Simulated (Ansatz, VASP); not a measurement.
**Two plane-wave programs on BP**

INCAR

```
PREC     = Accurate       # precision mode
ENCUT    = 500            # plane-wave cutoff, eV
EDIFF    = 1E-6           # SCF threshold, eV
ISMEAR   = 0              # smearing method
SIGMA    = 0.01           # smearing width, eV
LREAL    = F              # projectors in reciprocal space
LASPH    = T              # aspherical terms in the spheres
NELM     = 120            # most SCF steps
ALGO     = Normal         # electronic algorithm
ISIF     = 2              # what is computed and relaxed
LWAVE    = F              # write WAVECAR
LCHARG   = F              # write CHGCAR
GGA      = CA             # functional
NBANDS   = 11             # bands
GGA_COMPAT= F
```

File KPOINTS:

```
Automatic mesh
0
Gamma
  10 10 10
```

The input POSCAR:

```
BP
1.0
    0.0000000000      2.1049605360      2.1049605360
    2.1049605360      0.0000000000      2.1049605360
    2.1049605360      2.1049605360      0.0000000000
B P
1 1
Direct
    0.0000000000      0.0000000000      0.0000000000
    0.2500000000      0.2500000000      0.2500000000
```

Input for Ansatz:

```yaml
crystal:
  lattice:
    - [0.0, 2.104960536, 2.104960536]
    - [2.104960536, 0.0, 2.104960536]
    - [2.104960536, 2.104960536, 0.0]
  atoms:
    - { symbol: B, position: [0.0, 0.0, 0.0] }
    - { symbol: P, position: [0.25, 0.25, 0.25] }
scf:
  occupations: { method: fixed }
output:
  forces: true
  stress: true
  eigenvalues: true
  write_density: true
  write_potential: true
  elf: true
  volumetric_format: npy
hamiltonian:
  xc: lda
basis:
  ecutwfc: 520
kpoints:
  mp_grid: { grid: [10, 10, 10] }
```

Alike in both runs: task single point; functional LDA; k mesh 10 × 10 × 10; no spin polarisation.

|  | VASP | Ansatz |
| --- | --- | --- |
| version | VASP 6.6.1 | Ansatz 0.2.0 |
| potentials or method | VASP PAW LDA potentials, release 64 (B, P), cutoff 500 eV | scalar-relativistic, plane waves, PAW |
| occupations | gaussian, width 0.01 eV | fixed |
| valence electrons in the cell | 8 | 8 |

|  | VASP | Ansatz | Ansatz less VASP |
| --- | --- | --- | --- |
| gap on the k mesh at the Fermi level (eV) | 0.86 | 0.86 | +0.004 |
| least direct gap on the mesh (eV) | 3.86 | 3.86 | -0.002 |

LDA's correlation is that of Perdew and Zunger in VASP and of Perdew and Wang (1992) in Ansatz.
